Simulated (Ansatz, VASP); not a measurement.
KCl: VASP beside Ansatz

POSCAR

```
KCl
1.0
    0.0000000000      3.2081811574      3.2081811574
    3.2081811574      0.0000000000      3.2081811574
    3.2081811574      3.2081811574      0.0000000000
K Cl
1 1
Direct
    0.0000000000      0.0000000000      0.0000000000
    0.5000000000      0.5000000000      0.5000000000
```

Contents of INCAR.step1:

```
SYSTEM = KCl
PREC     = Accurate       ! precision mode
ENCUT    = 520            ! plane-wave cutoff, eV
EDIFF    = 1E-5           ! SCF threshold, eV
ISMEAR   = -1             ! smearing method
SIGMA    = 0.05           ! smearing width, eV
LREAL    = .FALSE.        ! projectors in reciprocal space
LASPH    = .TRUE.         ! aspherical terms in the spheres
NELM     = 80             ! most SCF steps
ALGO     = Normal         ! electronic algorithm
ISIF     = 2              ! what is computed and relaxed
LWAVE    = .TRUE.         ! write WAVECAR
LCHARG   = .FALSE.        ! write CHGCAR
NBANDS   = 15             ! bands
GGA      = PE             ! functional
```

INCAR.step2

```
SYSTEM = KCl
PREC     = Accurate       ! precision mode
ENCUT    = 520            ! plane-wave cutoff, eV
EDIFF    = 1E-6           ! SCF threshold, eV
ISMEAR   = -1             ! smearing method
SIGMA    = 0.05           ! smearing width, eV
LREAL    = .FALSE.        ! projectors in reciprocal space
LASPH    = .TRUE.         ! aspherical terms in the spheres
NELM     = 80             ! most SCF steps
ALGO     = Normal         ! electronic algorithm
ISIF     = 2              ! what is computed and relaxed
LWAVE    = .FALSE.        ! write WAVECAR
LCHARG   = .FALSE.        ! write CHGCAR
GGA      = PE             ! functional
LHFCALC  = .TRUE.         ! exact exchange
HFSCREEN = 0.2079         ! screening, 1/A
PRECFOCK = Normal       
NBANDS   = 15             ! bands
ISTART   = 1
```

KPOINTS

```
Automatic mesh
0
G
  4 4 4
  0 0 0
```

File input:

```
crystal:
  lattice:
    - [0.0, 3.2081811574, 3.2081811574]
    - [3.2081811574, 0.0, 3.2081811574]
    - [3.2081811574, 3.2081811574, 0.0]
  atoms:
    - { symbol: K, position: [0.0, 0.0, 0.0] }
    - { symbol: Cl, position: [0.5, 0.5, 0.5] }
hamiltonian:
  xc: hse06
  pseudopotentials: { kind: paw }
kpoints:
  mp_grid: { grid: [4, 4, 4] }
scf:
  occupations: { method: fermi_dirac, width: 0.05 }
output:
  forces: true
  stress: true
  eigenvalues: true
  write_density: true
  write_potential: true
  elf: true
  volumetric_format: npy
```

Alike in both runs: task single point; functional HSE06; k mesh 4 × 4 × 4; occupations fermi-dirac, width 0.05 eV; no spin polarisation.

|  | VASP | Ansatz |
| --- | --- | --- |
| version | VASP 6.6.1 | Ansatz 0.2.0 |
| potentials or method | VASP PAW PBE potentials, release 64 (K_sv, Cl) | Ansatz PAW |
| plane-wave cutoff (eV) | 520 | 420 |
| valence electrons in the cell | 16 | 16 |

```csv
,VASP,Ansatz,Ansatz less VASP
gap on the k mesh at the Fermi level (eV),6.29,6.29,+0.003
least direct gap on the mesh (eV),6.29,6.29,+0.003
pressure (GPa),-0.5,-0.5,-0.02
```

The k mesh is coarse, so the values compare programs but aren't converged.
